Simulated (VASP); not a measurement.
# Al in VASP: notebook

Al is run at these levels: PBEsol; tasks: single point.

All numbers are computed with VASP 6.6.1; they aren't measurements. Logs are shortened: lines on timing, memory, paths and dates and some standing lists are left out, and cuts for length are marked.

## (1) The cell of the first run

Symmetry: Cmcm, No. 63, orthorhombic system. The conventional cell has a = 2.812 Å, b = 4.871 Å, c = 4.867 Å, α = 90.00°, β = 90.00°, γ = 90.00°. Within 3.6 Å of Al (site symmetry m2m) lie 12 Al at 2.70 to 3.08 Å.

## (2) Single point, PBEsol (atom 1 (Al) moved by (+0.000, -0.450) A along x and y)

INCAR reads:

```
SYSTEM = Al
PREC     = Accurate       ! precision mode
ENCUT    = 520            ! plane-wave cutoff, eV
EDIFF    = 1E-6           ! SCF threshold, eV
ISMEAR   = 0              ! smearing method
SIGMA    = 0.15           ! smearing width, eV
LREAL    = .False.        ! projectors in reciprocal space
LASPH    = .True.         ! aspherical terms in the spheres
NELM     = 80             ! most SCF steps
ALGO     = Fast           ! electronic algorithm
ISIF     = 2              ! what is computed and relaxed
LWAVE    = .False.        ! write WAVECAR
LCHARG   = .True.         ! write CHGCAR
GGA      = PS             ! functional
LELF     = .True.         ! ELF
LVHAR    = .True.       
NBANDS   = 10             ! bands
```

KPOINTS reads:

```
Automatic mesh
0
Gamma
  18 18 10
  0 0 0
```

POSCAR reads:

```
Al
1.0
    2.8124553515      0.0000000000      0.0000000000
   -1.4062276757      2.4356577814      0.0000000000
    0.0000000000      0.0000000000      4.8668500000
Al
2
Direct
    0.5742891571      0.1485783142      0.7500000000
    0.3333333333      0.6666666667      0.2500000000
```

Potentials or basis: VASP PAW PBE potentials, release 64 (Al).

Command:

```
cat potpaw_PBE.64/Al/POTCAR > POTCAR
mpirun -np 1 vasp_std > vasp.out
```

OUTCAR:

```text
SYSTEM = Al
   PREC = Accurate
   ENCUT = 520
   EDIFF = 1E-6
   ISMEAR = 0
   LREAL = .False.
   LASPH = .True.
   NELM = 80
   ISIF = 2
   GGA = PS

 ion  position               nearest neighbor table
   1  0.574  0.149  0.750-   2 2.70   2 2.70   2 3.08   2 3.08   2 3.08   2 3.08
   2  0.333  0.667  0.250-   1 2.70   1 2.70   1 3.08   1 3.08   1 3.08   1 3.08

  LATTYP: Found a hexagonal cell.
 ALAT       =     2.8124553515
 C/A-ratio  =     1.7304630267

  Lattice vectors:

 A1 = (   2.8124553515,   0.0000000000,   0.0000000000)
 A2 = (  -1.4062276757,   2.4356577814,   0.0000000000)
 A3 = (   0.0000000000,   0.0000000000,   4.8668500000)

Analysis of symmetry for initial positions (statically):
=====================================================================
 Subroutine PRICEL returns:
 Original cell was already a primitive cell.

 Routine SETGRP: Setting up the symmetry group for a
 hexagonal supercell.

 Subroutine GETGRP returns: Found  8 space group operations
 (whereof  2 operations were pure point group operations)
 out of a pool of 24 trial point group operations.

The static configuration has the point symmetry C_1h.
 The point group associated with its full space group is D_2h.

Analysis of symmetry for dynamics (positions and initial velocities):
=====================================================================
 Subroutine PRICEL returns:
 Original cell was already a primitive cell.

 Routine SETGRP: Setting up the symmetry group for a
 hexagonal supercell.

 Subroutine GETGRP returns: Found  8 space group operations
 (whereof  2 operations were pure point group operations)
 out of a pool of 24 trial point group operations.

The dynamic configuration has the point symmetry C_1h.
 The point group associated with its full space group is D_2h.

 Subroutine INISYM returns: Found  8 space group operations
 (whereof  2 operations are pure point group operations),
 and found     1 'primitive' translations

----------------------------------------------------------------------------------------

                                     Primitive cell

  volume of cell :      33.3388

  direct lattice vectors                    reciprocal lattice vectors
     2.812455352  0.000000000  0.000000000     0.355561200  0.205283355  0.000000000
    -1.406227676  2.435657781  0.000000000     0.000000000  0.410566709  0.000000000
     0.000000000  0.000000000  4.866850000     0.000000000  0.000000000  0.205471712

  length of vectors
     2.812455352  2.812455351  4.866850000     0.410566709  0.410566709  0.205471712

  position of ions in fractional coordinates (direct lattice)
     0.574289157  0.148578314  0.750000000
     0.333333333  0.666666667  0.250000000

  ion indices of the primitive-cell ions
   primitive index   ion index
                 1           1
                 2           2

----------------------------------------------------------------------------------------

 KPOINTS: Automatic mesh

Automatic generation of k-mesh.
 Grid dimensions read from file:
 generate k-points for:   18   18   10

 Generating k-lattice:

  Cartesian coordinates                     Fractional coordinates (reciprocal lattice)
     0.019753400  0.011404631  0.000000000     0.055555556  0.000000000  0.000000000
     0.000000000  0.022809262  0.000000000     0.000000000  0.055555556  0.000000000
     0.000000000  0.000000000  0.020547171     0.000000000  0.000000000  0.100000000

  Length of vectors
     0.022809262  0.022809262  0.020547171

  Shift w.r.t. Gamma in fractional coordinates (k-lattice)
     0.000000000  0.000000000  0.000000000

 Subroutine IBZKPT returns following result:
 ===========================================

 Found    546 irreducible k-points:

 Following reciprocal coordinates:
            Coordinates               Weight
  0.000000  0.000000  0.000000      1.000000
  0.055556  0.000000  0.000000      4.000000
  0.000000  0.055556  0.000000      2.000000
  0.111111  0.000000  0.000000      4.000000
  0.000000  0.111111  0.000000      2.000000
  0.166667  0.000000  0.000000      4.000000
[... 16 lines left out ...]
 -0.055556  0.166667  0.000000      4.000000
 -0.166667  0.111111  0.000000      4.000000
 [... further k-points ...]
   k-points           NKPTS =    546   k-points in BZ     NKDIM =    546   number of bands    NBANDS=     10
   number of dos      NEDOS =    301   number of ions     NIONS =      2
   total plane-waves  NPLWV =  20736
   dimension x,y,z NGX =    24 NGY =   24 NGZ =   36
   dimension x,y,z NGXF=    48 NGYF=   48 NGZF=   72
   ions per type =               2
   NGX,Y,Z   is equivalent  to a cutoff of  14.19, 14.19, 12.30 a.u.
   NGXF,Y,Z  is equivalent  to a cutoff of  28.37, 28.37, 24.59 a.u.
 SYSTEM =  Al
   PREC   = accura    normal or accurate (medium, high low for compatibility)
   ISTART =      0    job   : 0-new  1-cont  2-samecut
   ICHARG =      2    charge: 1-file 2-atom 10-const
   ISPIN  =      1    spin polarized calculation?
   LNONCOLLINEAR =      F non collinear calculations
   LSORBIT =      F    spin-orbit coupling
   LASPH  =      T    aspherical Exc in radial PAW
   ENCUT  =  520.0 eV  38.22 Ry    6.18 a.u.   5.23  5.23  9.05*2*pi/ulx,y,z
   NELM   =     80;   NELMIN=  2; NELMDL= -5     # of ELM steps
   EDIFF  = 0.1E-05   stopping-criterion for ELM
   LREAL  =      F    real-space projection
   EDIFFG = 0.1E-04   stopping-criterion for IOM
   NSW    =      0    number of steps for IOM
   IBRION =     -1    ionic relax: 0-MD 1-quasi-New 2-CG
   NFREE  =      0    steps in history (QN), initial steepest desc. (CG)
   ISIF   =      2    stress and relaxation
   ISYM   =      2    0-nonsym 1-usesym 2-fastsym
   POTIM  = 0.5000    time-step for ionic-motion
   TEBEG  =    0.0;   TEEND  =   0.0 temperature during run
   PSTRESS=    0.0 pullay stress
   NELECT =       6.0000    total number of electrons
   NUPDOWN=      -1.0000    fix difference up-down
   EMIN   =  10.00;   EMAX   =-10.00  energy-range for DOS
   EFERMI =   0.00;   METHOD = LEGACY
   ISMEAR =     0;   SIGMA  =   0.15  broadening in eV -4-tet -1-fermi 0-gaus
   EFERMI_NEDOS =   21; number of points for ismear=-14 and -15
   IALGO  =     68    algorithm
   IMIX   =      4    mixing-type and parameters
     AMIX     =   0.40;   BMIX     =  1.00
     AMIX_MAG =   1.60;   BMIX_MAG =  1.00
  volume/ion in A,a.u.               =      16.67       112.49
  Fermi-wavevector in a.u.,A,eV,Ry     =   0.924291  1.746656 11.623640  0.854313
  Thomas-Fermi vector in A             =   2.050021
   LORBIT       =      0    0 simple, 1 ext, 2 COOP (PROOUT), +10 PAW based schemes
   GGA     = PS    functional components
   LHFCALC =     F    Hartree Fock is set to
   AEXX    =    0.0000 exact exchange contribution
   IVDW    =     0    specifies the selected vdW correction
   LEPSILON=     F    determine dielectric tensor
   LRPA    =     F    only Hartree local field effects (RPA)
 non-spin polarized calculation
 RMM-DIIS sequential band-by-band and
 Gauss-broadening in eV      SIGMA  =   0.15
  energy-cutoff  :      520.00
  volume of cell :       33.34
 maximum number of plane-waves:       920
 NGX is ok and might be reduce to    24
   NGX = 11   NGY = 11   NGZ = 19

 number of electron       6.0000000 magnetization

 Free energy of the ion-electron system (eV)
  ---------------------------------------------------
  ext. energy  EPLUGINS =         0.00000000
  ---------------------------------------------------
  free energy    TOTEN  =        -8.01235234 eV

  energy without entropy =       -8.00324803  energy(sigma->0) =       -8.00780018

 E-fermi :   7.7821     XC(G=0): -10.2150

 val. band max:        7.7795641742   @ k =  -0.1111   0.5000   0.0000
 cond. band min:       7.7856521126   @ k =  -0.2222   0.1111   0.3000
 fundamental gap:      0.0060879384
 Fermi energy:         7.7820720562

 k-point     1 :       0.0000    0.0000    0.0000
  band No.  band energies     occupation
      1      -3.2270      2.00000
      2       2.7809      2.00000
      3       2.9851      2.00000
      4      18.1166      0.00000
      5      19.3733      0.00000
      6      19.3765      0.00000
      7      19.7537      0.00000
      8      20.1666      0.00000
      9      20.2318      0.00000
     10      21.4851      0.00000

 k-point     2 :       0.0556    0.0000    0.0000
  band No.  band energies     occupation
      1      -3.1501      2.00000
      2       2.8565      2.00000
      3       3.0566      2.00000
      4      17.1837      0.00000
      5      18.2606      0.00000
      6      19.1967      0.00000
      7      19.7140      0.00000
      8      20.2775      0.00000
      9      20.9090      0.00000
     10      22.2186      0.00000

 k-point     3 :       0.0000    0.0556    0.0000
  band No.  band energies     occupation
      1      -3.1501      2.00000
      2       2.8563      2.00000
      3       3.0568      2.00000
      4      17.5038      0.00000
      5      18.2651      0.00000
      6      18.3410      0.00000
      7      20.2654      0.00000
      8      20.6031      0.00000
      9      20.8906      0.00000
     10      21.6324      0.00000

 k-point     4 :       0.1111    0.0000    0.0000
  band No.  band energies     occupation
      1      -2.9196      2.00000
      2       3.0826      2.00000
      3       3.2712      2.00000
      4      15.2614      0.00000
      5      17.2843      0.00000
      6      18.2789      0.00000
      7      19.7667      0.00000
      8      20.3352      0.00000
      9      20.7444      0.00000
     10      21.3440      0.00000
[... 222 lines left out ...]
 k-point    22 :       0.1111    0.0556    0.0000
  band No.  band energies     occupation
      1      -2.6893      2.00000
      2       3.3070      2.00000
      3       3.4863      2.00000
      4      14.2925      0.00000
      5      15.6546      0.00000
      6      18.8353      0.00000
      7      19.3925      0.00000
      8      19.7245      0.00000
      9      19.9018      0.00000
     10      20.9025      0.00000

 k-point    23 :      -0.0556    0.1667    0.0000
  band No.  band energies     occupation
      1      -2.6891      2.00000
      2       3.3062      2.00000
      3       3.4870      2.00000
      4      14.4621      0.00000
      5      15.4795      0.00000
      6      18.6726      0.00000
      7      19.2452      0.00000
      8      19.5923      0.00000
      9      20.5796      0.00000
     10      21.0031      0.00000

 k-point    24 :      -0.1667    0.1111    0.0000
  band No.  band energies     occupation
      1      -2.6895      2.00000
      2       3.3082      2.00000
      3       3.4853      2.00000
      4      14.2577      0.00000
      5      15.5000      0.00000
      6      18.9869      0.00000
      7      19.4257      0.00000
      8      20.1180      0.00000
      9      20.5706      0.00000
     10      20.7525      0.00000

 [... further k-points ...]

------------------------ aborting loop because EDIFF is reached ----------------------------------------

  FORCE on cell =-STRESS in cart. coord.  units (eV):
  Direction    XX          YY          ZZ          XY          YZ          ZX
  --------------------------------------------------------------------------------------
  -------------------------------------------------------------------------------------
  Total       -0.0601623     -0.0242268      0.3236770     -0.0000000      0.0000000      0.0000000
  in kB       -2.8912445     -1.1642798     15.5550931     -0.0000000      0.0000000      0.0000000
  external PRESSURE =       3.8331896 kB  Pullay stress =       0.0000000 kB

 VOLUME and BASIS-vectors are now :
 -----------------------------------------------------------------------------
  energy-cutoff  :      520.00
  volume of cell :       33.34
      direct lattice vectors                 reciprocal lattice vectors
     2.812455352  0.000000000  0.000000000     0.355561200  0.205283355  0.000000000
    -1.406227676  2.435657781  0.000000000     0.000000000  0.410566709  0.000000000
     0.000000000  0.000000000  4.866850000     0.000000000  0.000000000  0.205471712

 POSITION                                       TOTAL-FORCE (eV/Angst)
 -----------------------------------------------------------------------------------
      1.40623      0.36189      3.65014         0.000000      0.465294      0.000000
     -0.00000      1.62377      1.21671        -0.000000     -0.465294      0.000000
 -----------------------------------------------------------------------------------
    total drift:                               -0.000000      0.000001      0.000000

  FREE ENERGIE OF THE ION-ELECTRON SYSTEM (eV)
  ---------------------------------------------------
  free  energy   TOTEN  =        -8.0123523374 eV

  energy  without entropy=       -8.0032480260  energy(sigma->0) =       -8.00780018
```

Wall time 3.1 min (1 thread of Intel Xeon Platinum 8259CL at 2.50GHz (Skylake/Cascade Lake), shared host); peak memory 0.26 GiB.

Results:

- Free energy: -8.0124 eV
- Pressure: 0.4 GPa
- Largest force: 0.465 eV/Å
- Band gap on the k mesh: zero (bands 3 and 4 overlap by 6.67 eV)

Forces in eV/Å, atoms in the order of the input:
```
Al   0.000  0.465  0.000
Al   0.000 -0.465  0.000
```

Caveat: the cell differs from its parent crystal (atom 1 (Al) moved by (+0.000, -0.450) A along x and y); the PAW data sets were made with another functional, which shifts forces and pressure a little.

## (3) Single point, PBEsol (atom 1 (Al) moved by (+0.000, +0.450) A along x and y)

INCAR reads:

```
SYSTEM = Al
  PREC = Accurate
  ENCUT = 520
  EDIFF = 1E-6
  ISMEAR = 0
  SIGMA = 0.15
  LREAL = .FALSE.
  LASPH = .TRUE.
  NELM = 80
  ALGO = Fast
  ISIF = 2
  LWAVE = .FALSE.
  LCHARG = .FALSE.
  GGA = PS
  NBANDS = 10
```

KPOINTS reads:

```
Automatic mesh
0
G
  18 18 10
  0 0 0
```

Edit POSCAR of step 2 so:

```diff
@@ -8,3 +8,3 @@
 Direct
-    0.5742891571      0.1485783142      0.7500000000
+    0.7590441762      0.5180883525      0.7500000000
     0.3333333333      0.6666666667      0.2500000000
```

Potentials or basis: VASP PAW PBE potentials, release 64 (Al).

Command:

```
cat potpaw_PBE.64/Al/POTCAR > POTCAR
mpirun -np 1 vasp_std > vasp.out
```

It took 3.3 min on 1 thread of Intel Xeon Platinum 8259CL at 2.50GHz (Skylake/Cascade Lake), shared host; peak memory 0.26 GiB.

Results (log left out):

- Free energy: -8.0639 eV
- Pressure: -0.5 GPa
- Largest force: 0.139 eV/Å
- Band gap on the k mesh: zero (bands 3 and 4 overlap by 6.98 eV)

Forces in eV/Å, atoms in the order of the input:
```
Al   0.000 -0.139  0.000
Al   0.000  0.139  0.000
```

Stress tensor (GPa, compression positive):
```
-0.48  0.00  0.00
 0.00 -0.30  0.00
 0.00  0.00 -0.77
```

Levels at points of the mesh, in eV from the Fermi level:
```csv
k point,band 1,band 2,band 3,band 4,band 5,band 6
"(0.00, 0.00, 0.00)",-11.02,-5.02,-4.80,10.56,11.37,11.73
"(0.50, 0.00, 0.00)",-4.96,-4.92,0.85,0.87,1.19,1.20
"(0.00, 0.50, 0.00)",-5.02,-4.83,0.29,0.30,1.62,1.94
"(0.00, 0.00, 0.50)",-9.47,-9.47,2.40,2.40,12.49,12.49
"(0.50, 0.00, 0.50)",-3.81,-3.81,-2.99,-2.99,7.22,7.22
"(0.00, 0.50, 0.50)",-3.63,-3.63,-3.24,-3.24,7.50,7.50
```

Caveat: the cell differs from its parent crystal (atom 1 (Al) moved by (+0.000, +0.450) A along x and y); the PAW data sets were made with another functional, which shifts forces and pressure a little.

## (4) Single point, PBEsol (atom 1 (Al) moved by (+0.000, -0.225) A along x and y)

INCAR reads:

```
SYSTEM = Al
ALGO = Fast
EDIFF = 1E-7
ENCUT = 520
GGA = PS
ISIF = 2
ISMEAR = 0
LASPH = .True.
LCHARG = .False.
LREAL = .False.
LWAVE = .False.
NBANDS = 10
NELM = 100
PREC = Accurate
SIGMA = 0.15
```

KPOINTS reads:

```
k-points
0
Gamma
  18 18 10
  0 0 0
```

Edit POSCAR of step 3 so:

```diff
@@ -8,3 +8,3 @@
 Direct
-    0.7590441762      0.5180883525      0.7500000000
+    0.6204779119      0.2409558238      0.7500000000
     0.3333333333      0.6666666667      0.2500000000
```

Command:

```
cat potpaw_PBE.64/Al/POTCAR > POTCAR
mpirun -np 1 vasp_std > vasp.out
```

It took 3.3 min on 1 thread of Intel Xeon Platinum 8259CL at 2.50GHz (Skylake/Cascade Lake), shared host; peak memory 0.26 GiB.

The run converged. Its results:

```
Free energy            : -8.0885 eV
Pressure               : -0.9 GPa
Largest force          : 0.213 eV/Å
Band gap on the k mesh : zero (bands 3 and 4 overlap by 6.78 eV)
```

Forces in eV/Å, atoms in the order of the input:
```
Al   0.000  0.213  0.000
Al   0.000 -0.213  0.000
```

Stress tensor (GPa, compression positive):
```
-0.52  0.00  0.00
 0.00 -0.50  0.00
 0.00  0.00 -1.76
```

Levels at points of the mesh, in eV from the Fermi level:
```tsv
k point	band 1	band 2	band 3	band 4	band 5	band 6	band 7	band 8
(0.00, 0.00, 0.00)	-11.04	-5.03	-4.81	10.77	11.50	11.62	11.76	11.84
(0.50, 0.00, 0.00)	-5.01	-4.88	0.51	0.53	1.45	1.61	6.29	7.79
(0.00, 0.50, 0.00)	-4.97	-4.93	0.87	0.89	1.15	1.18	6.28	7.59
(0.00, 0.00, 0.50)	-9.48	-9.48	2.40	2.40	12.48	12.48	12.51	12.51
(0.50, 0.00, 0.50)	-3.75	-3.75	-3.10	-3.10	7.32	7.32	7.64	7.64
(0.00, 0.50, 0.50)	-3.82	-3.82	-3.00	-3.00	7.21	7.21	7.61	7.61
```

Caveat: the cell differs from its parent crystal (atom 1 (Al) moved by (+0.000, -0.225) A along x and y); the PAW data sets were made with another functional, which shifts forces and pressure a little.

[end of part 1 of 2]
